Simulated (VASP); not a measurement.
Input of a VASP 6.6.1 run:

The input INCAR:

```
  ALGO = Normal
  EDIFF = 1E-6
  ENCUT = 520
  GGA = PS
  ISIF = 2
  ISMEAR = 1
  LASPH = T
  LCHARG = F
  LREAL = Auto
  LWAVE = F
  NBANDS = 189
  NELM = 100
  PREC = Accurate
  SIGMA = 0.05
```

KPOINTS

```
k-points
0
Gamma
  1 1 1
```

Contents of POSCAR:

```
K8MgZn7F24
1.0
    8.0898880000      0.0000000000      0.0000000000
    0.0000000000      8.0898880000      0.0000000000
    0.0000000000      0.0000000000      8.0898880000
K Mg Zn F
8 1 7 24
Direct
    0.0047080000      0.0008680000      0.0037680000
    0.9973200000      0.0018940000      0.5003520000
    0.9986050000      0.5015760000      0.9994640000
    0.9972850000      0.5035920000      0.4954660000
    0.4938900000      0.9996430000      0.9951800000
    0.4994630000      0.0032410000      0.5015090000
    0.4941070000      0.4999970000      0.9963760000
    0.4991330000      0.4987780000      0.5004610000
    0.2488310000      0.2505240000      0.2535250000
    0.2495590000      0.2492960000      0.7510560000
    0.2514450000      0.7493920000      0.2519950000
    0.2491980000      0.7460590000      0.7501390000
    0.7497300000      0.2497500000      0.2495870000
    0.7481110000      0.2496280000      0.7478020000
    0.7483240000      0.7480420000      0.2524680000
    0.7521880000      0.7537250000      0.7507990000
    0.2485770000      0.2448420000      0.0007230000
    0.2513500000      0.2493020000      0.5019750000
    0.2497530000      0.7519670000      0.0001750000
    0.2546260000      0.7504270000      0.5031410000
    0.7524300000      0.2484720000      0.9987250000
    0.7502130000      0.2458530000      0.5001940000
    0.7504970000      0.7503710000      0.0025360000
    0.7478550000      0.7480880000      0.5020460000
    0.0014660000      0.2504500000      0.2544870000
    0.9974150000      0.2500370000      0.7561300000
    0.0047510000      0.7492470000      0.2494750000
    0.9992180000      0.7521940000      0.7510150000
    0.4961460000      0.2504370000      0.2511070000
    0.5022860000      0.2499010000      0.7501250000
    0.4986090000      0.7519890000      0.2468040000
    0.4991320000      0.7496980000      0.7451830000
    0.2462340000      0.9996880000      0.2527110000
    0.2542280000      0.9981390000      0.7512610000
    0.2496260000      0.5012190000      0.2512200000
    0.2492610000      0.5019680000      0.7474780000
    0.7508630000      0.0024630000      0.2494350000
    0.7471050000      0.0024520000      0.7484040000
    0.7488650000      0.5038470000      0.2476570000
    0.7501070000      0.4987590000      0.7515860000
```

Potentials or basis: VASP PAW PBE potentials, release 64 (K_sv, Mg, Zn, F).

Command:

```bash
$ cat potpaw_PBE.64/K_sv/POTCAR potpaw_PBE.64/Mg/POTCAR potpaw_PBE.64/Zn/POTCAR potpaw_PBE.64/F/POTCAR > POTCAR
$ mpirun -np 1 vasp_gam > vasp.out
```

Q: Estimate the band gap on the k mesh.

A: 3.83 eV.

Q: Estimate the largest force.

A: 0.546 eV/Å.

Q: What does it give for the pressure?

A: 0.5 GPa.

Forces in eV/Å, atoms in the order of the input:
```
K   -0.103 -0.027 -0.040
K    0.033 -0.034  0.020
K   -0.060 -0.008 -0.020
K    0.010 -0.030  0.104
K    0.122 -0.026  0.066
K   -0.008 -0.083 -0.007
K    0.133  0.024  0.025
K    0.035  0.055  0.031
Mg   0.032 -0.077 -0.128
Zn  -0.089 -0.050  0.000
Zn  -0.004  0.144 -0.012
Zn   0.072  0.411  0.060
Zn  -0.091  0.096 -0.137
Zn   0.219  0.131  0.248
Zn   0.141  0.433 -0.150
Zn  -0.292 -0.237  0.166
F    0.030  0.139  0.393
F   -0.047  0.038 -0.317
F    0.013 -0.070 -0.032
F   -0.093 -0.023 -0.206
F   -0.066  0.046  0.229
F   -0.002  0.123 -0.206
F   -0.003  0.029 -0.152
F    0.070  0.030 -0.154
F    0.251  0.077 -0.022
F    0.255 -0.006 -0.128
F   -0.386 -0.004  0.086
F    0.033 -0.004 -0.031
F   -0.146  0.034 -0.013
F   -0.361  0.059  0.007
F    0.079 -0.010  0.053
F    0.224 -0.030  0.130
F    0.052  0.439  0.015
F   -0.082  0.106 -0.029
F    0.009 -0.546 -0.010
F   -0.020 -0.413  0.071
F    0.000 -0.285  0.053
F    0.030 -0.218  0.005
F    0.009 -0.449  0.074
F   -0.002  0.221 -0.044
```

Caveat: the k points lie up to 0.78 Å⁻¹ apart; the PAW data sets were made with another functional, which shifts forces and pressure a little. A k mesh can miss the band edges.
